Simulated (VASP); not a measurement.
The system is NaPbI3.

```
Na Pb I
1.0
     5.85438    0.00000    0.00000
     0.00000    5.85438    0.00000
     0.00000    0.00000    5.85438
Na Pb I
1 1 3
Direct
  0.00000 0.00000 0.00000
  0.50000 0.50000 0.50000
  0.50000 0.50000 0.00000
  0.50000 0.00000 0.50000
  0.00000 0.50000 0.50000
```

```yaml
Program: VASP 6.6.1
Task: relaxation of cell and atoms
Functional: PBEsol
Potentials_or_basis: VASP PAW PBE potentials, release 64 (Na_pv, Pb_d, I)
Cutoff: 600 eV
k_mesh: 4 × 4 × 4
Occupations: fermi-dirac, width 0.03 eV
Spin: no spin polarisation
```

At the start: pressure 4.9 GPa; volume 40.13 Å³/atom.

Question: How do energy, volume and symmetry change on relaxing?

Answer: Over 3 steps the energy falls by 106.2 meV/atom and the volume is 48.35 Å³/atom (+20.5 %); space group Pm-3m (No. 221, to 0.05 Å).

The path:
```tsv
step	energy change (eV)	largest force (eV/Å)	pressure (GPa)	volume (Å³)
1	0.0000	0.0000	4.94	200.65
2	-0.5291	0.0000	0.20	238.77
3	-0.5308	0.0000	-0.01	241.75
```

Final structure:
```xyz
5
Lattice="6.2296 0.0000 0.0000 0.0000 6.2296 0.0000 0.0000 0.0000 6.2296" Properties=species:S:1:pos:R:3 pbc="T T T"
Na    0.0000    0.0000    0.0000
Pb    3.1148    3.1148    3.1148
I     3.1148    3.1148    0.0000
I     3.1148    0.0000    3.1148
I     0.0000    3.1148    3.1148
```

Caveat: the volume moved by over 15 % at a fixed basis, so the end points are rough; the PAW data sets were made with another functional, which shifts forces and pressure a little.
